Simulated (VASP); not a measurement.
MgI2:

```xyz
3
Lattice="0.0000 3.6175 3.7571 3.6175 0.0000 3.7571 3.6175 3.6175 0.0000" Properties=species:S:1:pos:R:3 pbc="T T T"
Mg    0.0000    0.0000    0.0000
I     1.8088    1.8088    1.8786
I     5.4263    5.4263    5.6357
```

This cell differs from its parent crystal: epitaxial xy strain -3.7%.

Program: VASP 6.6.1. Alike in all runs: task single point; potentials or basis VASP PAW PBE potentials, release 64 (Mg, I); no spin polarisation; cell as given; cutoff (eV) 520.

Problem. Order these runs on this cell by their band gap on the k mesh, lowest first.
A. level r2SCAN; k mesh 6 × 6 × 6; smearing gaussian 0.01 eV
B. level PBE; k mesh 6 × 6 × 6; smearing fermi-dirac 0.02 eV
C. level HSE06; k mesh 4 × 4 × 4; smearing gaussian 0.01 eV; grid for exact exchange (PRECFOCK) Normal; share of exact exchange 0.25; screening parameter 0.2079 1/Å

Solution. B (0.58 eV), A (1.08 eV), C (1.38 eV).

Caveats: spin-orbit coupling is left out, which moves the levels of the heavy elements.

A k mesh can miss the band edges.
